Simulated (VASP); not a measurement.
Write the native input for VASP 6.6.1 that does the following.

| Quantity | Value |
| --- | --- |
| Task | single point |
| Functional | PBE |
| Potentials or basis | VASP PAW PBE potentials, release 64 (O, H, Ag, F) |
| Cutoff | 520 eV |
| k mesh | 1 × 1 × 1 |
| Occupations | fermi-dirac, width 0.05 eV |
| Spin | no spin polarisation |
| Dipole correction | no |
| Further INCAR settings | LREAL = Auto; ALGO = Normal; EDIFF = 1e-06; NBANDS = 60 |

The structure of AgH16O8F lies in POSCAR:

```
AgH16O8F
1.0
    6.5731380000      0.0000000000      0.0000000000
    0.0000000000      6.5731380000      0.0000000000
    0.0000000000      0.0000000000      6.5731380000
O H Ag F
8 16 1 1
Direct
    0.9038163765      0.7073917549      0.5249890682
    0.2709817211      0.5180612945      0.7012838522
    0.4606245177      0.6997806555      1.0525378962
    0.1614211950      0.0388042557      0.6066924688
    0.7976267430      0.4693075098      0.1517660214
    0.5787613631     -0.0394331881      0.6633386968
    0.8596082856      0.2582016360      0.8046228030
    0.6711988221      1.0731318314      0.2719507777
    0.7720747393      0.7475734339      0.5851606170
    0.8715806132      0.6232680759      0.4050997294
    0.1304177626      0.5592521419      0.6675078038
    0.2648864701      0.3705466147      0.7115607550
    0.5939050647      0.6288905834      1.0722260172
    0.4235364352      0.6754262279      0.9090390209
    0.1921260979      0.0887026399      0.4626166613
    0.0793539558     -0.0836966348      0.5800455874
    0.7472879854      0.3442626612      0.2187736688
    0.8450144423      0.4076335280      0.0200181320
    0.6073908658      0.0133830166      0.5252315310
    0.4287647200     -0.0315330314      0.6692174701
    0.7432726650      0.1665471300      0.7807823644
    0.9752583233      0.1833144169      0.7431924594
    0.5479074648      1.0239890133      0.2033292570
    0.7763805363      0.9725409457      0.2441200982
    0.2858437846      0.4509141414      0.1794417737
    0.2464827494      0.1466986459      0.2510985690
```

The input as run:

INCAR

```
ALGO     = Normal         # electronic algorithm
EDIFF    = 1E-6           # SCF threshold, eV
ENCUT    = 520            # plane-wave cutoff, eV
GGA      = PE             # functional
ISIF     = 2              # what is computed and relaxed
ISMEAR   = -1             # smearing method
LASPH    = True           # aspherical terms in the spheres
LCHARG   = False          # write CHGCAR
LREAL    = Auto         
LWAVE    = False          # write WAVECAR
NBANDS   = 60             # bands
NELM     = 60             # most SCF steps
PREC     = Accurate       # precision mode
SIGMA    = 0.05           # smearing width, eV
```

KPOINTS

```
k-points
0
Gamma
  1 1 1
```

Potentials or basis: VASP PAW PBE potentials, release 64 (O, H, Ag, F).

Launch:

```bash
$ cat potpaw_PBE.64/O/POTCAR potpaw_PBE.64/H/POTCAR potpaw_PBE.64/Ag/POTCAR potpaw_PBE.64/F/POTCAR > POTCAR
$ mpirun -np 1 vasp_gam > vasp.out
```

Results of the run:

The pressure is -0.2 GPa. The largest force is 0.191 eV/Å and the band gap on the k mesh is 3.48 eV.

Caveat: the k points lie up to 0.96 Å⁻¹ apart.

Run time: 30 s on 1 thread of Intel(R) Xeon(R) Platinum 8375C CPU @ 2.90GHz (Ice Lake), on a shared host, peak memory 0.34 GiB.
